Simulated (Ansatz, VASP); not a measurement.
# One calculation of W4N, two programs

```
W N
1.0
    -2.66164    2.66164    2.66164
     2.66164   -2.66164    2.66164
     2.66164    2.66164   -2.66164
W N
4 1
Cartesian
  1.3308 1.3308 1.3308
  -1.3308 1.3308 1.3308
  1.3308 1.3308 -1.3308
  1.3308 -1.3308 1.3308
  0.0000 0.0000 0.0000
```

Change from the starting cell: species swapped into the Hg4Pt type (Im-3m, No. 229).

Alike in both runs: functional PBE; k mesh 10 × 10 × 10; occupations gaussian, width 0.1 eV; no spin polarisation.

Ansatz relaxed the structure, and its values are those at the end. VASP's run is a single point on that final structure, the one shown.

|  | VASP | Ansatz |
| --- | --- | --- |
| version | VASP 6.6.1 | Ansatz 0.2.0 |
| potentials or method | VASP PAW PBE potentials, release 64 (W_sv, N), cutoff 520 eV | scalar-relativistic, plane waves, PAW |
| valence electrons in the cell | 61 | 61 |

|  | VASP | Ansatz | Ansatz less VASP |
| --- | --- | --- | --- |
| gap on the k mesh at the Fermi level (eV) | none | none | - |
| pressure (GPa) | 0.8 | 0.0 | -0.85 |

A gap of «none» marks a metal or a gap that the smearing closes.

Spin-orbit coupling is off throughout.
